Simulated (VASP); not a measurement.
# Mo (Im-3m) in VASP: a series of runs, part 2 of 2

VASP 6.6.1.

## Step 3: Relaxation of volume and atoms at fixed shape, r2SCAN

The input, POSCAR:

```
Mo
1.0
   -1.5734150000      1.5734150000      1.5734150000
    1.5734150000     -1.5734150000      1.5734150000
    1.5734150000      1.5734150000     -1.5734150000
Mo
1
Direct
    0.0000000000      0.0000000000      0.0000000000
```

The input, INCAR.step1:

```
SYSTEM = Mo
PREC     = Accurate       ! precision mode
ENCUT    = 600            ! plane-wave cutoff, eV
ISMEAR   = -1             ! smearing method
SIGMA    = 0.02           ! smearing width, eV
LREAL    = .False.        ! projectors in reciprocal space
LASPH    = .True.         ! aspherical terms in the spheres
NELM     = 100            ! most SCF steps
GGA      = PE             ! functional
ALGO     = Normal         ! electronic algorithm
EDIFF    = 1E-4           ! SCF threshold, eV
LWAVE    = .True.         ! write WAVECAR
LCHARG   = .False.        ! write CHGCAR
```

The input, INCAR.step2:

```
SYSTEM = Mo
PREC     = Accurate       ! precision mode
ENCUT    = 600            ! plane-wave cutoff, eV
EDIFF    = 1E-6           ! SCF threshold, eV
ISMEAR   = -1             ! smearing method
SIGMA    = 0.02           ! smearing width, eV
LREAL    = .False.        ! projectors in reciprocal space
LASPH    = .True.         ! aspherical terms in the spheres
NELM     = 100            ! most SCF steps
ALGO     = Normal         ! electronic algorithm
ISIF     = 8              ! what is computed and relaxed
LWAVE    = .False.        ! write WAVECAR
LCHARG   = .False.        ! write CHGCAR
METAGGA  = R2SCAN         ! meta-GGA
LMIXTAU  = .True.       
IBRION   = 2              ! ionic algorithm
NSW      = 80             ! ionic steps
EDIFFG   = -0.02          ! ionic threshold
ISTART   = 1
```

The input, KPOINTS:

```
regular mesh
0
Gamma
  10 10 10
  0 0 0
```

Potentials or basis: VASP PAW PBE potentials, release 64 (Mo_sv).

Command:

```console
$ cat potpaw_PBE.64/Mo_sv/POTCAR > POTCAR
$ cp INCAR.step1 INCAR
$ mpirun -np 1 vasp_std > vasp.out
$ cp INCAR.step2 INCAR
$ mpirun -np 1 vasp_std > vasp.out
```

OUTCAR:

```text
SYSTEM = Mo
   PREC = Accurate
   ENCUT = 600
   EDIFF = 1E-6
   ISMEAR = -1
   LREAL = .False.
   LASPH = .True.
   NELM = 100
   ISIF = 8
   METAGGA = R2SCAN
   IBRION = 2
   NSW = 80
   EDIFFG = -0.02
   ISTART = 1

 ion  position               nearest neighbor table
   1  0.000  0.000  0.000-

  LATTYP: Found a body centered cubic cell.
 ALAT       =     3.1468300000

  Lattice vectors:

 A1 = (  -1.5734150000,   1.5734150000,   1.5734150000)
 A2 = (   1.5734150000,  -1.5734150000,   1.5734150000)
 A3 = (   1.5734150000,   1.5734150000,  -1.5734150000)

Analysis of symmetry for initial positions (statically):
=====================================================================
 Subroutine PRICEL returns:
 Original cell was already a primitive cell.

 Routine SETGRP: Setting up the symmetry group for a
 body centered cubic supercell.

 Subroutine GETGRP returns: Found 48 space group operations
 (whereof 48 operations were pure point group operations)
 out of a pool of 48 trial point group operations.

The static configuration has the point symmetry O_h .

Analysis of symmetry for dynamics (positions and initial velocities):
=====================================================================
 Subroutine PRICEL returns:
 Original cell was already a primitive cell.

 Routine SETGRP: Setting up the symmetry group for a
 body centered cubic supercell.

 Subroutine GETGRP returns: Found 48 space group operations
 (whereof 48 operations were pure point group operations)
 out of a pool of 48 trial point group operations.

The dynamic configuration has the point symmetry O_h .

 Subroutine INISYM returns: Found 48 space group operations
 (whereof 48 operations are pure point group operations),
[... 128 lines left out ...]
  volume of cell :       15.58
 maximum number of plane-waves:       535
 NGX is ok and might be reduce to    24
   NGX = 11   NGY = 11   NGZ = 11

--------------------------------------- Ionic step        1  -------------------------------------------

 number of electron      14.0000002 magnetization

 Free energy of the ion-electron system (eV)
  ---------------------------------------------------
  ext. energy  EPLUGINS =         0.00000000
  ---------------------------------------------------
  free energy    TOTEN  =       -26.05376976 eV

  energy without entropy =      -26.05189200  energy(sigma->0) =      -26.05283088

------------------------ aborting loop because EDIFF is reached ----------------------------------------

  FORCE on cell =-STRESS in cart. coord.  units (eV):
  Direction    XX          YY          ZZ          XY          YZ          ZX
  --------------------------------------------------------------------------------------
  -------------------------------------------------------------------------------------
  Total        0.1399594      0.1399594      0.1399594      0.0000000      0.0000000      0.0000000
  in kB       14.3920599     14.3920599     14.3920599      0.0000000      0.0000000      0.0000000
  external PRESSURE =      14.3920599 kB  Pullay stress =       0.0000000 kB
[... 57 lines left out ...]
--------------------------------------- Ionic step        3  -------------------------------------------

 number of electron      14.0000002 magnetization

 Free energy of the ion-electron system (eV)
  ---------------------------------------------------
  ext. energy  EPLUGINS =         0.00000000
  ---------------------------------------------------
  free energy    TOTEN  =       -26.05415338 eV

  energy without entropy =      -26.05206564  energy(sigma->0) =      -26.05310951

 E-fermi :  12.6557     XC(G=0): -14.6162

 val. band max:       12.6516895784   @ k =  -0.2000   0.2000   0.1000
 cond. band min:      12.6958506129   @ k =   0.4000   0.1000  -0.0000
 fundamental gap:      0.0441610345
 Fermi energy:        12.6556781011

 k-point     1 :       0.0000    0.0000    0.0000
  band No.  band energies     occupation
      1     -50.6780      2.00000
      2     -23.1585      2.00000
      3     -23.1585      2.00000
      4     -23.1585      2.00000
      5       4.8590      2.00000
      6      11.1089      2.00000
      7      11.1089      2.00000
      8      11.1089      2.00000
      9      14.4353      0.00000
     10      14.4353      0.00000
     11      28.0063      0.00000
[... 309 lines left out ...]
 k-point    24 :      -0.3000    0.3000    0.1000
  band No.  band energies     occupation
      1     -50.4672      2.00000
      2     -24.1410      2.00000
      3     -23.5251      2.00000
      4     -23.2775      2.00000
      5       7.6125      2.00000
      6      10.0249      2.00000
      7      10.7939      2.00000
      8      13.1434      0.00000
      9      14.4544      0.00000
     10      15.4667      0.00000
     11      27.4611      0.00000

 [... further k-points ...]

------------------------ aborting loop because EDIFF is reached ----------------------------------------

  FORCE on cell =-STRESS in cart. coord.  units (eV):
  Direction    XX          YY          ZZ          XY          YZ          ZX
  --------------------------------------------------------------------------------------
  -------------------------------------------------------------------------------------
  Total        0.0002898      0.0002898      0.0002898     -0.0000000     -0.0000000      0.0000000
  in kB        0.0296335      0.0296335      0.0296335     -0.0000000     -0.0000000      0.0000000
  external PRESSURE =       0.0296335 kB  Pullay stress =       0.0000000 kB
[... 16 lines left out ...]
  FREE ENERGIE OF THE ION-ELECTRON SYSTEM (eV)
  ---------------------------------------------------
  free  energy   TOTEN  =       -26.0541533822 eV

  energy  without entropy=      -26.0520656362  energy(sigma->0) =      -26.05310951

 reached required accuracy - stopping structural energy minimisation
```

OUTCAR.step1:

```text
SYSTEM = Mo
   PREC = Accurate
   ENCUT = 600
   ISMEAR = -1
   LREAL = .False.
   LASPH = .True.
[... 553 lines left out ...]
 -----------------------------------------------------------------------------------
      0.00000      0.00000      0.00000         0.000000     -0.000000      0.000000
 -----------------------------------------------------------------------------------
    total drift:                               -0.000000      0.000000     -0.000000

  FREE ENERGIE OF THE ION-ELECTRON SYSTEM (eV)
  ---------------------------------------------------
  free  energy   TOTEN  =       -10.9170911601 eV

  energy  without entropy=      -10.9158379295  energy(sigma->0) =      -10.91646454
```

Run time: 70 s. Hardware: 1 thread of Intel Xeon Platinum 8259CL at 2.50GHz (Skylake/Cascade Lake), shared host; peak memory 0.15 GiB.

What came out:

* Free energy: -26.0542 eV
* Relaxed volume: 15.67 Å³/atom
* Relaxed cell: a = 2.730 Å, b = 2.730 Å, c = 2.730 Å, α = 109.47°, β = 109.47°, γ = 109.47°
* Space group after relaxing (to 0.05 Å): Im-3m (No. 229)
* Energy gained by relaxing: 0.4 meV/atom
* Ionic steps: 3
* Pressure after relaxing: 0.0 GPa
* Band gap on the k mesh: zero (band 7 reaches 16.66 eV, above the bottom of band 8 at 11.11 eV)

Step by step:
```csv
step,energy change (eV),largest force (eV/Å),pressure (GPa),volume (Å³)
1,0.0000,0.0000,1.44,15.58
2,0.0022,0.0000,-3.53,15.90
3,-0.0004,0.0000,0.00,15.67
```

Final structure:
```yaml
crystal:
  lattice:
    - [-1.57637, 1.57637, 1.57637]
    - [1.57637, -1.57637, 1.57637]
    - [1.57637, 1.57637, -1.57637]
  atoms:
    - { symbol: Mo, position: [0.00000, 0.00000, 0.00000] }
```

Caveat: the PAW data sets were made with another functional, which shifts forces and pressure a little. Zero-point motion and thermal expansion aren't in these numbers.
